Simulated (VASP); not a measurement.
# Si5W2: single point with PBE

Si5W2, a slab with vacuum:

```
Si W
1.0
     3.22929    0.00000    0.00000
     0.00000    3.22929    0.00000
     0.00000    0.00000   21.93730
Si W
5 2
Direct
  0.00000 0.00000 0.18234
  0.00000 0.00000 0.30099
  0.50000 0.50000 0.35901
  0.50000 0.50000 0.47578
  0.87500 0.87500 0.54862
  0.50000 0.50000 0.24166
  0.00000 0.00000 0.41784
```

- Program: VASP 6.6.1
- Task: single point
- Functional: PBE
- Potentials or basis: VASP PAW PBE potentials, release 64 (Si, W_sv)
- Cutoff: 520 eV
- k mesh: 8 × 8 × 1
- Occupations: gaussian, width 0.1 eV
- Spin: no spin polarisation
- Dipole correction: yes
- Further INCAR settings: ALGO = Normal; EDIFF = 1e-07; NBANDS = 33

```yaml
Largest_force: 0.810 eV/Å
Band_gap_on_the_k_mesh: zero (band 24 reaches 2.77 eV, above the bottom of band 25 at 1.76 eV)
```

Forces on the atoms (eV/Å):
```
Si  -0.009 -0.009  0.353
Si   0.015  0.015 -0.486
Si  -0.021 -0.021 -0.223
Si  -0.532 -0.532  0.167
Si   0.573  0.573 -0.003
W    0.035  0.035 -0.261
W   -0.060 -0.060  0.453
```

Levels at points of the mesh, in eV from the Fermi level:
```tsv
k point	band 20	band 21	band 22	band 23	band 24	band 25	band 26	band 27	band 28	band 29
(0.00, 0.00, 0.00)	-0.80	-0.67	0.34	0.74	0.74	0.89	1.01	1.36	2.35	2.45
(0.50, 0.00, 0.00)	-2.35	-1.87	-1.55	-0.19	-0.13	-0.05	2.07	2.85	2.92	3.43
(0.50, 0.50, 0.00)	-3.19	-1.95	-1.95	-1.86	-0.40	-0.27	0.60	1.23	2.94	3.16
```

It took 3.1 min on 1 thread of Intel(R) Xeon(R) Platinum 8488C (Sapphire Rapids), with other jobs on the host, peak memory 0.36 GiB.

Caveat: spin-orbit coupling is left out, which moves the levels of the heavy elements.
